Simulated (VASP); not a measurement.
# BaHfO3 (Pm-3m) in VASP: further runs, part 2 of 2

VASP 6.6.1. The steps go on from the part before.

### 3 Relaxation of the atoms, PBE (strained cell)

The input, INCAR:

```
  ALGO = Normal
  EDIFF = 1E-6
  EDIFFG = -0.002
  ENCUT = 520
  GGA = PE
  IBRION = 2
  ISIF = 2
  ISMEAR = 0
  LASPH = True
  LCHARG = False
  LREAL = False
  LWAVE = False
  NELM = 80
  NSW = 60
  PREC = Accurate
  SIGMA = 0.02
```

The input, KPOINTS:

```
k-points
0
Gamma
  6 6 6
```

The input, POSCAR:

```
BaHfO3
1.0
    4.1217874412      0.0000000000      0.0000000000
    0.0000000000      4.1217874412      0.0000000000
    0.0000000000      0.0000000000      4.1217874412
Ba Hf O
1 1 3
Direct
    0.5000000000      0.5000000000      0.5000000000
    0.0000000000      0.0000000000      0.0000000000
    0.0000000000      0.5000000000      0.0000000000
    0.5000000000      0.0000000000      0.0000000000
    0.0000000000      0.0000000000      0.5000000000
```

Potentials or basis: VASP PAW PBE potentials, release 64 (Ba_sv, Hf_pv, O).

The run is started by

```sh
cat potpaw_PBE.64/Ba_sv/POTCAR potpaw_PBE.64/Hf_pv/POTCAR potpaw_PBE.64/O/POTCAR > POTCAR
mpirun -np 1 vasp_std > vasp.out
```

OUTCAR:

```text
EDIFF = 1E-6
   EDIFFG = -0.002
   ENCUT = 520
   GGA = PE
   IBRION = 2
   ISIF = 2
   ISMEAR = 0
   LASPH = True
   LREAL = False
   NELM = 80
   NSW = 60
   PREC = Accurate

 ion  position               nearest neighbor table
   1  0.500  0.500  0.500-   3 2.91   4 2.91   5 2.91   3 2.91   4 2.91   4 2.91   5 2.91   4 2.91
                             3 2.91   5 2.91   3 2.91   5 2.91   2 3.57   2 3.57   2 3.57   2 3.57
   2  0.000  0.000  0.000-   3 2.06   4 2.06   5 2.06   5 2.06   3 2.06   4 2.06   1 3.57   1 3.57
                             1 3.57   1 3.57   1 3.57   1 3.57   1 3.57   1 3.57
   3  0.000  0.500  0.000-   2 2.06   2 2.06   1 2.91   1 2.91   1 2.91   1 2.91
   4  0.500  0.000  0.000-   2 2.06   2 2.06   1 2.91   1 2.91   1 2.91   1 2.91
   5  0.000  0.000  0.500-   2 2.06   2 2.06   1 2.91   1 2.91   1 2.91   1 2.91

  LATTYP: Found a simple cubic cell.
 ALAT       =     4.1217874412

  Lattice vectors:

 A1 = (   4.1217874412,   0.0000000000,   0.0000000000)
 A2 = (   0.0000000000,   4.1217874412,   0.0000000000)
 A3 = (   0.0000000000,   0.0000000000,   4.1217874412)

Analysis of symmetry for initial positions (statically):
=====================================================================
 Subroutine PRICEL returns:
 Original cell was already a primitive cell.

 Routine SETGRP: Setting up the symmetry group for a
 simple cubic supercell.

 Subroutine GETGRP returns: Found 48 space group operations
 (whereof 48 operations were pure point group operations)
 out of a pool of 48 trial point group operations.

The static configuration has the point symmetry O_h .

Analysis of symmetry for dynamics (positions and initial velocities):
=====================================================================
 Subroutine PRICEL returns:
 Original cell was already a primitive cell.

 Routine SETGRP: Setting up the symmetry group for a
 simple cubic supercell.

 Subroutine GETGRP returns: Found 48 space group operations
 (whereof 48 operations were pure point group operations)
 out of a pool of 48 trial point group operations.

The dynamic configuration has the point symmetry O_h .

 Subroutine INISYM returns: Found 48 space group operations
 (whereof 48 operations are pure point group operations),
 and found     1 'primitive' translations

----------------------------------------------------------------------------------------

                                     Primitive cell

  volume of cell :      70.0256

  direct lattice vectors                    reciprocal lattice vectors
     4.121787441  0.000000000  0.000000000     0.242613190  0.000000000  0.000000000
     0.000000000  4.121787441  0.000000000     0.000000000  0.242613190  0.000000000
     0.000000000  0.000000000  4.121787441     0.000000000  0.000000000  0.242613190

  length of vectors
     4.121787441  4.121787441  4.121787441     0.242613190  0.242613190  0.242613190

  position of ions in fractional coordinates (direct lattice)
     0.500000000  0.500000000  0.500000000
     0.000000000  0.000000000  0.000000000
     0.000000000  0.500000000  0.000000000
     0.500000000  0.000000000  0.000000000
     0.000000000  0.000000000  0.500000000

  ion indices of the primitive-cell ions
   primitive index   ion index
                 1           1
                 2           2
                 3           3
                 4           4
[... 33 lines left out ...]
  0.500000  0.000000  0.000000      3.000000
  0.166667  0.166667  0.000000     12.000000
  0.333333  0.166667  0.000000     24.000000
[... 12 lines left out ...]
  0.500000  0.500000  0.333333      6.000000
  0.500000  0.500000  0.500000      1.000000
   k-points           NKPTS =     20   k-points in BZ     NKDIM =     20   number of bands    NBANDS=     23
   number of dos      NEDOS =    301   number of ions     NIONS =      5
   total plane-waves  NPLWV =  32768
   dimension x,y,z NGX =    32 NGY =   32 NGZ =   32
   dimension x,y,z NGXF=    64 NGYF=   64 NGZF=   64
   ions per type =               1   1   3
   NGX,Y,Z   is equivalent  to a cutoff of  12.91, 12.91, 12.91 a.u.
   NGXF,Y,Z  is equivalent  to a cutoff of  25.81, 25.81, 25.81 a.u.
 SYSTEM =  unknown system
   PREC   = accura    normal or accurate (medium, high low for compatibility)
   ISTART =      0    job   : 0-new  1-cont  2-samecut
   ICHARG =      2    charge: 1-file 2-atom 10-const
   ISPIN  =      1    spin polarized calculation?
   LNONCOLLINEAR =      F non collinear calculations
   LSORBIT =      F    spin-orbit coupling
   LASPH  =      T    aspherical Exc in radial PAW
   ENCUT  =  520.0 eV  38.22 Ry    6.18 a.u.   7.66  7.66  7.66*2*pi/ulx,y,z
   NELM   =     80;   NELMIN=  2; NELMDL= -5     # of ELM steps
   EDIFF  = 0.1E-05   stopping-criterion for ELM
   LREAL  =      F    real-space projection
   EDIFFG = -.2E-02   stopping-criterion for IOM
   NSW    =     60    number of steps for IOM
   IBRION =      2    ionic relax: 0-MD 1-quasi-New 2-CG
   NFREE  =      1    steps in history (QN), initial steepest desc. (CG)
   ISIF   =      2    stress and relaxation
   ISYM   =      2    0-nonsym 1-usesym 2-fastsym
   POTIM  = 0.5000    time-step for ionic-motion
   TEBEG  =    0.0;   TEEND  =   0.0 temperature during run
   PSTRESS=    0.0 pullay stress
   NELECT =      38.0000    total number of electrons
   NUPDOWN=      -1.0000    fix difference up-down
   EMIN   =  10.00;   EMAX   =-10.00  energy-range for DOS
   EFERMI =   0.00;   METHOD = LEGACY
   ISMEAR =     0;   SIGMA  =   0.02  broadening in eV -4-tet -1-fermi 0-gaus
   EFERMI_NEDOS =   21; number of points for ismear=-14 and -15
   IALGO  =     38    algorithm
   IMIX   =      4    mixing-type and parameters
     AMIX     =   0.40;   BMIX     =  1.00
     AMIX_MAG =   1.60;   BMIX_MAG =  1.00
  volume/ion in A,a.u.               =      14.01        94.51
  Fermi-wavevector in a.u.,A,eV,Ry     =   1.335315  2.523380 24.260093  1.783067
  Thomas-Fermi vector in A             =   2.464029
   LORBIT       =      0    0 simple, 1 ext, 2 COOP (PROOUT), +10 PAW based schemes
   GGA     = PE    functional components
   LHFCALC =     F    Hartree Fock is set to
   AEXX    =    0.0000 exact exchange contribution
   IVDW    =     0    specifies the selected vdW correction
   LEPSILON=     F    determine dielectric tensor
   LRPA    =     F    only Hartree local field effects (RPA)
 conjugate gradient relaxation of ions
 non-spin polarized calculation
 Gauss-broadening in eV      SIGMA  =   0.02
  energy-cutoff  :      520.00
  volume of cell :       70.03
 maximum number of plane-waves:      1924
 NGX is ok and might be reduce to    32
   NGX = 15   NGY = 15   NGZ = 15

 number of electron      38.0000024 magnetization

 Free energy of the ion-electron system (eV)
  ---------------------------------------------------
  ext. energy  EPLUGINS =         0.00000000
  ---------------------------------------------------
  free energy    TOTEN  =       -43.42811166 eV

  energy without entropy =      -43.42811166  energy(sigma->0) =      -43.42811166

 E-fermi :   2.8499     XC(G=0): -11.0271

 val. band max:        2.6775218893   @ k =   0.5000   0.5000   0.5000
 cond. band min:       6.3291660084   @ k =   0.0000   0.0000   0.0000
 fundamental gap:      3.6516441191
 Fermi energy:         2.8499465585

 k-point     1 :       0.0000    0.0000    0.0000
  band No.  band energies     occupation
      1     -25.9018      2.00000
      2     -25.9018      2.00000
      3     -25.9018      2.00000
      4     -22.4689      2.00000
      5     -14.0892      2.00000
      6     -13.5603      2.00000
[... 509 lines left out ...]
     22       8.8626      0.00000
     23      10.8514      0.00000

------------------------ aborting loop because EDIFF is reached ----------------------------------------

  FORCE on cell =-STRESS in cart. coord.  units (eV):
  Direction    XX          YY          ZZ          XY          YZ          ZX
  --------------------------------------------------------------------------------------
  -------------------------------------------------------------------------------------
  Total        4.5169803      4.5169803      4.5169803      0.0000000      0.0000000     -0.0000000
  in kB      103.3479829    103.3479829    103.3479829      0.0000000      0.0000000     -0.0000000
  external PRESSURE =     103.3479829 kB  Pullay stress =       0.0000000 kB

 VOLUME and BASIS-vectors are now :
 -----------------------------------------------------------------------------
  energy-cutoff  :      520.00
  volume of cell :       70.03
      direct lattice vectors                 reciprocal lattice vectors
     4.121787441  0.000000000  0.000000000     0.242613190  0.000000000  0.000000000
     0.000000000  4.121787441  0.000000000     0.000000000  0.242613190  0.000000000
     0.000000000  0.000000000  4.121787441     0.000000000  0.000000000  0.242613190

 POSITION                                       TOTAL-FORCE (eV/Angst)
 -----------------------------------------------------------------------------------
      2.06089      2.06089      2.06089         0.000000      0.000000      0.000000
      0.00000      0.00000      0.00000         0.000000      0.000000      0.000000
      0.00000      2.06089      0.00000         0.000000      0.000000      0.000000
      2.06089      0.00000      0.00000         0.000000      0.000000      0.000000
      0.00000      0.00000      2.06089         0.000000      0.000000      0.000000
 -----------------------------------------------------------------------------------
    total drift:                                0.000000      0.000000     -0.000000

  FREE ENERGIE OF THE ION-ELECTRON SYSTEM (eV)
  ---------------------------------------------------
  free  energy   TOTEN  =       -43.4281116642 eV

  energy  without entropy=      -43.4281116642  energy(sigma->0) =      -43.42811166

 reached required accuracy - stopping structural energy minimisation
```

OSZICAR:

```text
N       E                     dE             d eps       ncg     rms          rms(c)
DAV:   1     0.248901036706E+03    0.24890E+03   -0.20989E+04   920   0.159E+03
DAV:   2    -0.371003578923E+02   -0.28600E+03   -0.27863E+03  1212   0.355E+02
DAV:   3    -0.500578509944E+02   -0.12957E+02   -0.12938E+02  1158   0.784E+01
DAV:   4    -0.503731082375E+02   -0.31526E+00   -0.31516E+00  1380   0.956E+00
DAV:   5    -0.503752715442E+02   -0.21633E-02   -0.21631E-02  1180   0.773E-01    0.640E+01
DAV:   6    -0.435207493705E+02    0.68545E+01   -0.40920E+01  1081   0.388E+01    0.558E+01
DAV:   7    -0.434487679406E+02    0.71981E-01   -0.22674E+00  1206   0.101E+01    0.339E+01
DAV:   8    -0.434437659790E+02    0.50020E-02   -0.27571E-01  1177   0.445E+00    0.523E+00
DAV:   9    -0.434285806778E+02    0.15185E-01   -0.10676E-01  1123   0.198E+00    0.164E+00
DAV:  10    -0.434281875601E+02    0.39312E-03   -0.10959E-02  1173   0.709E-01    0.481E-01
DAV:  11    -0.434280781460E+02    0.10941E-03   -0.72920E-04  1137   0.192E-01    0.134E-01
DAV:  12    -0.434281089227E+02   -0.30777E-04   -0.87666E-05  1251   0.657E-02    0.195E-01
DAV:  13    -0.434281117612E+02   -0.28386E-05   -0.12285E-05  1165   0.251E-02    0.554E-03
DAV:  14    -0.434281116642E+02    0.96996E-07   -0.81026E-07   845   0.660E-03
   1 F= -.43428112E+02 E0= -.43428112E+02  d E =-.434281E+02
```

Run time: 39 s. Hardware: 1 thread of Intel Xeon 8259CL, shared host; peak memory 0.2 GiB.

What came out:

* Free energy: -43.4281 eV
* Pressure after relaxing: 10.3 GPa
* Band gap on the k mesh: 3.65 eV (least direct gap 3.82 eV)

Final structure:
```xyz
5
Lattice="4.1218 0.0000 0.0000 0.0000 4.1218 0.0000 0.0000 0.0000 4.1218" Properties=species:S:1:pos:R:3 pbc="T T T"
Ba    2.0609    2.0609    2.0609
Hf    0.0000    0.0000    0.0000
O     0.0000    2.0609    0.0000
O     2.0609    0.0000    0.0000
O     0.0000    0.0000    2.0609
```

Caveat: the cell differs from its parent crystal (strained cell); the relaxation stopped at its first step, so nothing moved; spin-orbit coupling is left out, which moves the levels of the heavy elements. A k mesh can miss the band edges.
